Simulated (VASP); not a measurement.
# Cu (P-1) in VASP: single point with r2SCAN

Aim: the single point of Cu with r2SCAN.

Program: VASP 6.6.1. These are calculated values, not measurements. Logs are shortened: lines on timing, memory, paths and dates and some standing lists are left out, and cuts for length are marked.

### 1 The cell of the first run

The typed cell holds 2 atoms: a = 4.410 Å, b = 4.370 Å, c = 2.568 Å, α = 90.73°, β = 88.88°, γ = 146.49°.

### 2 Single point, r2SCAN (atoms moved at random and the cell strained at random)

File POSCAR:

```
Cu
1.0
    1.3000655629     -4.2142639434      0.0427507555
    1.2314097986      4.1932180767     -0.0275515562
    0.0154390939     -0.0218907436      2.5683373071
Cu
2
Direct
    0.1408658320      0.8729489178      0.2599048249
    0.8591341680      0.1270510822      0.7400951751
```

File INCAR.step1:

```
  PREC = Accurate
  ENCUT = 520
  ISMEAR = 0
  SIGMA = 0.15
  LREAL = F
  LASPH = T
  NELM = 80
  NBANDS = 18
  GGA = PE
  ALGO = Normal
  EDIFF = 1E-4
  LWAVE = T
  LCHARG = F
```

File INCAR.step2:

```
  PREC = Accurate
  ENCUT = 520
  EDIFF = 1E-6
  ISMEAR = 0
  SIGMA = 0.15
  LREAL = F
  LASPH = T
  NELM = 80
  ALGO = Normal
  ISIF = 2
  LWAVE = F
  LCHARG = F
  METAGGA = R2SCAN
  LMIXTAU = T
  NBANDS = 18
  ISTART = 1
```

File KPOINTS:

```
regular mesh
0
Gamma
  14 14 14
```

Potentials or basis: VASP PAW PBE potentials, release 64 (Cu).

Started as:

```
$ cat potpaw_PBE.64/Cu/POTCAR > POTCAR
$ cp INCAR.step1 INCAR
$ mpirun -np 1 vasp_std > vasp.out
$ cp INCAR.step2 INCAR
$ mpirun -np 1 vasp_std > vasp.out
```

OUTCAR:

```text
PREC = Accurate
   ENCUT = 520
   EDIFF = 1E-6
   ISMEAR = 0
   LREAL = F
   LASPH = T
   NELM = 80
   ISIF = 2
   METAGGA = R2SCAN
   ISTART = 1

 ion  position               nearest neighbor table
   1  0.141  0.873  0.260-   2 2.55   2 2.64   2 2.64   2 2.65   2 2.66   2 2.67
   2  0.859  0.127  0.740-   1 2.55   1 2.64   1 2.64   1 2.65   1 2.66   1 2.67

  LATTYP: Found a triclinic cell.
 ALAT       =     5.6993871213
 B/A-ratio  =     1.3387142249
 C/A-ratio  =     0.8878363546
 COS(alpha) =     0.0032039208
 COS(beta)  =     0.5565869967
 COS(gamma) =     0.8232338651

  Lattice vectors:

 A1 = (   2.5005971737,   0.0227356205,  -5.1214754149)
 A2 = (   3.7320069723,   4.2159536972,  -5.1490269711)
 A3 = (   1.2846264690,  -4.1923731998,  -2.5255865516)

Analysis of symmetry for initial positions (statically):
=====================================================================
 Subroutine PRICEL returns:
 Original cell was already a primitive cell.

 Routine SETGRP: Setting up the symmetry group for a
 triclinic supercell.

 Subroutine GETGRP returns: Found  2 space group operations
 (whereof  2 operations were pure point group operations)
 out of a pool of  2 trial point group operations.

The static configuration has the point symmetry S_2 .

Analysis of symmetry for dynamics (positions and initial velocities):
=====================================================================
 Subroutine PRICEL returns:
 Original cell was already a primitive cell.

 Routine SETGRP: Setting up the symmetry group for a
 triclinic supercell.

 Subroutine GETGRP returns: Found  2 space group operations
 (whereof  2 operations were pure point group operations)
 out of a pool of  2 trial point group operations.

The dynamic configuration has the point symmetry S_2 .

 Subroutine INISYM returns: Found  2 space group operations
 (whereof  2 operations are pure point group operations),
 and found     1 'primitive' translations

----------------------------------------------------------------------------------------

                                     Primitive cell

  volume of cell :      27.3266

  direct lattice vectors                    reciprocal lattice vectors
     1.300065563 -4.214263943  0.042750756     0.394084384 -0.115751629 -0.003355554
     1.231409799  4.193218077 -0.027551556     0.396050238  0.122164633 -0.001339537
     0.015439094 -0.021890744  2.568337307    -0.002311069  0.003237229  0.389398442

  length of vectors
     4.410444272  4.370378361  2.568476999     0.410745908  0.414465660  0.389418756

  position of ions in fractional coordinates (direct lattice)
     0.140865832  0.872948918  0.259904825
     0.859134168  0.127051082  0.740095175

  ion indices of the primitive-cell ions
   primitive index   ion index
                 1           1
                 2           2

----------------------------------------------------------------------------------------

 KPOINTS: regular mesh

Automatic generation of k-mesh.
 Grid dimensions read from file:
 generate k-points for:   14   14   14

 Generating k-lattice:

  Cartesian coordinates                     Fractional coordinates (reciprocal lattice)
     0.028148885 -0.008267973 -0.000239682     0.071428571  0.000000000  0.000000000
     0.028289303  0.008726045 -0.000095681     0.000000000  0.071428571  0.000000000
    -0.000165076  0.000231231  0.027814174     0.000000000  0.000000000  0.071428571

  Length of vectors
     0.029338993  0.029604690  0.027815625

  Shift w.r.t. Gamma in fractional coordinates (k-lattice)
     0.000000000  0.000000000  0.000000000

 Subroutine IBZKPT returns following result:
 ===========================================

 Found   1376 irreducible k-points:

 Following reciprocal coordinates:
            Coordinates               Weight
  0.000000  0.000000  0.000000      1.000000
  0.071429 -0.000000  0.000000      2.000000
  0.142857 -0.000000  0.000000      2.000000
  0.214286 -0.000000  0.000000      2.000000
  0.285714 -0.000000  0.000000      2.000000
  0.357143 -0.000000  0.000000      2.000000
[... 16 lines left out ...]
  0.000000  0.142857  0.000000      2.000000
  0.071429  0.142857  0.000000      2.000000
 [... further k-points ...]
   k-points           NKPTS =   1376   k-points in BZ     NKDIM =   1376   number of bands    NBANDS=     18
   number of dos      NEDOS =    301   number of ions     NIONS =      2
   total plane-waves  NPLWV =  25920
   dimension x,y,z NGX =    36 NGY =   36 NGZ =   20
   dimension x,y,z NGXF=    72 NGYF=   72 NGZF=   40
   ions per type =               2
   NGX,Y,Z   is equivalent  to a cutoff of  13.57, 13.69, 12.95 a.u.
   NGXF,Y,Z  is equivalent  to a cutoff of  27.14, 27.39, 25.89 a.u.
 SYSTEM =  unknown system
   PREC   = accura    normal or accurate (medium, high low for compatibility)
   ISTART =      1    job   : 0-new  1-cont  2-samecut
   ICHARG =      0    charge: 1-file 2-atom 10-const
   ISPIN  =      1    spin polarized calculation?
   LNONCOLLINEAR =      F non collinear calculations
   LSORBIT =      F    spin-orbit coupling
   LASPH  =      T    aspherical Exc in radial PAW
   ENCUT  =  520.0 eV  38.22 Ry    6.18 a.u.   8.20  8.13  4.78*2*pi/ulx,y,z
   NELM   =     80;   NELMIN=  2; NELMDL=  0     # of ELM steps
   EDIFF  = 0.1E-05   stopping-criterion for ELM
   LREAL  =      F    real-space projection
   EDIFFG = 0.1E-04   stopping-criterion for IOM
   NSW    =      0    number of steps for IOM
   IBRION =     -1    ionic relax: 0-MD 1-quasi-New 2-CG
   NFREE  =      0    steps in history (QN), initial steepest desc. (CG)
   ISIF   =      2    stress and relaxation
   ISYM   =      2    0-nonsym 1-usesym 2-fastsym
   POTIM  = 0.5000    time-step for ionic-motion
   TEBEG  =    0.0;   TEEND  =   0.0 temperature during run
   PSTRESS=    0.0 pullay stress
   NELECT =      22.0000    total number of electrons
   NUPDOWN=      -1.0000    fix difference up-down
   EMIN   =  10.00;   EMAX   =-10.00  energy-range for DOS
   EFERMI =   0.00;   METHOD = LEGACY
   ISMEAR =     0;   SIGMA  =   0.15  broadening in eV -4-tet -1-fermi 0-gaus
   EFERMI_NEDOS =   21; number of points for ismear=-14 and -15
   IALGO  =     38    algorithm
   IMIX   =      4    mixing-type and parameters
     AMIX     =   0.40;   BMIX     =  1.00
     AMIX_MAG =   1.60;   BMIX_MAG =  1.00
  volume/ion in A,a.u.               =      13.66        92.20
  Fermi-wavevector in a.u.,A,eV,Ry     =   1.522955  2.877968 31.557243  2.319392
  Thomas-Fermi vector in A             =   2.631464
   LORBIT       =      0    0 simple, 1 ext, 2 COOP (PROOUT), +10 PAW based schemes
   METAGGA = R2SCAN    functional components
   LHFCALC =     F    Hartree Fock is set to
   AEXX    =    0.0000 exact exchange contribution
   IVDW    =     0    specifies the selected vdW correction
   LEPSILON=     F    determine dielectric tensor
   LRPA    =     F    only Hartree local field effects (RPA)
 non-spin polarized calculation
 Gauss-broadening in eV      SIGMA  =   0.15
  energy-cutoff  :      520.00
  volume of cell :       27.33
 maximum number of plane-waves:       752
 NGX is ok and might be reduce to    36
   NGX = 17   NGY = 17   NGZ =  9

 number of electron      22.0000012 magnetization

 Free energy of the ion-electron system (eV)
  ---------------------------------------------------
  ext. energy  EPLUGINS =         0.00000000
  ---------------------------------------------------
  free energy    TOTEN  =       -21.19740927 eV

  energy without entropy =      -21.19014814  energy(sigma->0) =      -21.19377871

 E-fermi :   5.7443     XC(G=0): -12.7213

 val. band max:        5.7419065425   @ k =  -0.2143  -0.3571   0.1429
 cond. band min:       5.7452619045   @ k =   0.3571   0.5000   0.3571
 fundamental gap:      0.0033553619
 Fermi energy:         5.7442920923

 k-point     1 :       0.0000    0.0000    0.0000
  band No.  band energies     occupation
      1      -2.8186      2.00000
      2       1.3144      2.00000
      3       1.9633      2.00000
      4       2.3609      2.00000
      5       3.0188      2.00000
      6       3.1644      2.00000
[... 10 lines left out ...]
     17      24.7303      0.00000
     18      26.8379      0.00000

 k-point     2 :       0.0714   -0.0000    0.0000
  band No.  band energies     occupation
      1      -2.6792      2.00000
      2       1.3662      2.00000
      3       2.0106      2.00000
      4       2.4071      2.00000
      5       3.0300      2.00000
      6       3.1658      2.00000
[... 10 lines left out ...]
     17      25.2205      0.00000
     18      28.5396      0.00000

 k-point     3 :       0.1429   -0.0000    0.0000
  band No.  band energies     occupation
      1      -2.2674      2.00000
      2       1.5011      2.00000
      3       2.1457      2.00000
      4       2.5389      2.00000
      5       3.0527      2.00000
      6       3.1421      2.00000
[... 10 lines left out ...]
     17      25.5090      0.00000
     18      28.9618      0.00000

 k-point     4 :       0.2143   -0.0000    0.0000
  band No.  band energies     occupation
      1      -1.6051      2.00000
      2       1.6676      2.00000
      3       2.3322      2.00000
      4       2.6239      2.00000
      5       2.8841      2.00000
      6       3.1138      2.00000
[... 375 lines left out ...]
      4       2.3691      2.00000
      5       3.0270      2.00000
      6       3.1556      2.00000
[... 10 lines left out ...]
     17      25.0139      0.00000
     18      26.7445      0.00000

 k-point    23 :       0.0000    0.1429    0.0000
  band No.  band energies     occupation
      1      -2.2582      2.00000
      2       1.4993      2.00000
      3       2.1528      2.00000
      4       2.5256      2.00000
      5       3.0407      2.00000
      6       3.1452      2.00000
[... 10 lines left out ...]
     17      25.5059      0.00000
     18      28.8579      0.00000

 k-point    24 :       0.0714    0.1429    0.0000
  band No.  band energies     occupation
      1      -1.6801      2.00000
      2       1.6787      2.00000
      3       2.3831      2.00000
      4       2.5830      2.00000
      5       2.9272      2.00000
      6       3.0921      2.00000
[... 10 lines left out ...]
     17      25.7952      0.00000
     18      29.6383      0.00000

 [... further k-points ...]

------------------------ aborting loop because EDIFF is reached ----------------------------------------

  FORCE on cell =-STRESS in cart. coord.  units (eV):
  Direction    XX          YY          ZZ          XY          YZ          ZX
  --------------------------------------------------------------------------------------
  -------------------------------------------------------------------------------------
  Total       -1.9984328     -2.5251288     -2.2051955     -0.0470292      0.1006276      0.0012312
  in kB     -117.1693883   -148.0499156   -129.2920165     -2.7573516      5.8998611      0.0721844
  external PRESSURE =    -131.5037734 kB  Pullay stress =       0.0000000 kB

 VOLUME and BASIS-vectors are now :
 -----------------------------------------------------------------------------
  energy-cutoff  :      520.00
  volume of cell :       27.33
      direct lattice vectors                 reciprocal lattice vectors
     1.300065563 -4.214263943  0.042750756     0.394084384 -0.115751629 -0.003355554
     1.231409799  4.193218077 -0.027551556     0.396050238  0.122164633 -0.001339537
     0.015439094 -0.021890744  2.568337307    -0.002311069  0.003237229  0.389398442

 POSITION                                       TOTAL-FORCE (eV/Angst)
 -----------------------------------------------------------------------------------
      1.26211      3.06113      0.64949         0.012366     -0.109191     -0.062821
      1.28481     -3.10407      1.93404        -0.012366      0.109191      0.062821
 -----------------------------------------------------------------------------------
    total drift:                                0.000000      0.000000     -0.000000

  FREE ENERGIE OF THE ION-ELECTRON SYSTEM (eV)
  ---------------------------------------------------
  free  energy   TOTEN  =       -21.1974092737 eV

  energy  without entropy=      -21.1901481418  energy(sigma->0) =      -21.19377871
```

Wall time 1.8 h (1 thread of Oxide Virtual Turin-like, shared host); peak memory 0.59 GiB.

Results:

| Item | Value |
| --- | --- |
| Free energy | -21.1974 eV |
| Pressure | -13.2 GPa |
| Largest force | 0.127 eV/Å |
| Band gap on the k mesh | zero (bands 11 and 12 overlap by 5.59 eV) |

Forces on the atoms (eV/Å):
```
Cu   0.012 -0.109 -0.063
Cu  -0.012  0.109  0.063
```

Stress tensor (GPa, compression positive):
```
-11.72  -0.28   0.01
 -0.28 -14.80   0.59
  0.01   0.59 -12.93
```

Levels at points of the mesh, in eV from the Fermi level:
| k point | band 8 | band 9 | band 10 | band 11 | band 12 | band 13 | band 14 | band 15 |
| --- | --- | --- | --- | --- | --- | --- | --- | --- |
| (0.00, 0.00, 0.00) | -1.93 | -1.78 | -1.67 | -1.47 | 0.07 | 4.11 | 14.69 | 17.86 |
| (0.50, 0.00, 0.00) | -2.39 | -2.03 | -1.65 | -0.38 | 1.05 | 2.74 | 6.49 | 11.97 |
| (0.00, 0.50, 0.00) | -2.27 | -1.99 | -1.63 | -0.45 | 1.22 | 2.28 | 6.21 | 12.37 |
| (0.50, 0.50, 0.00) | -2.14 | -2.10 | -1.85 | -1.61 | -1.55 | 12.62 | 14.17 | 15.40 |
| (0.00, 0.00, 0.50) | -2.49 | -1.72 | -1.70 | -0.09 | 0.03 | 7.35 | 8.17 | 8.71 |
| (0.50, 0.00, 0.50) | -1.71 | -1.27 | -1.26 | 3.45 | 3.97 | 7.25 | 7.35 | 9.20 |
| (0.00, 0.50, 0.50) | -1.76 | -1.27 | -1.27 | 3.93 | 3.93 | 6.95 | 7.40 | 9.11 |
| (0.50, 0.50, 0.50) | -1.87 | -1.54 | -1.53 | -0.64 | -0.52 | 3.17 | 3.50 | 16.63 |

Caveat: the cell differs from its parent crystal (atoms moved at random and the cell strained at random); the cell stands under tension; the PAW data sets were made with another functional, which shifts forces and pressure a little.
